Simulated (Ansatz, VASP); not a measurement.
## CsV3 in VASP and in Ansatz

```
Cs V
1.0
     4.11624    0.00000    0.00000
     0.00000    4.11624    0.00000
     0.00000    0.00000    4.11624
Cs V
1 3
Direct
  0.00000 0.00000 0.00000
  0.00000 0.50000 0.50000
  0.50000 0.00000 0.50000
  0.50000 0.50000 0.00000
```

Alike in both runs: functional PBE; k mesh 4 × 4 × 4; occupations gaussian, width 0.1 eV; no spin polarisation.

Ansatz relaxed the structure, and its values are those at the end. VASP's run is a single point on that final structure, the one shown.

|  | VASP | Ansatz |
| --- | --- | --- |
| version | VASP 6.6.1 | Ansatz 0.2.0 |
| potentials or method | VASP PAW PBE potentials, release 64 (Cs_sv, V_sv), cutoff 520 eV | scalar-relativistic, plane waves, PAW |
| valence electrons in the cell | 48 | 48 |

|  | VASP | Ansatz | Ansatz less VASP |
| --- | --- | --- | --- |
| gap on the k mesh at the Fermi level (eV) | none | none | - |
| pressure (GPa) | 1.4 | 0.0 | -1.42 |

A gap of «none» marks a metal or a gap that the smearing closes.

The k mesh is coarse, so the values compare programs but aren't converged. Neither program's run includes spin-orbit coupling.
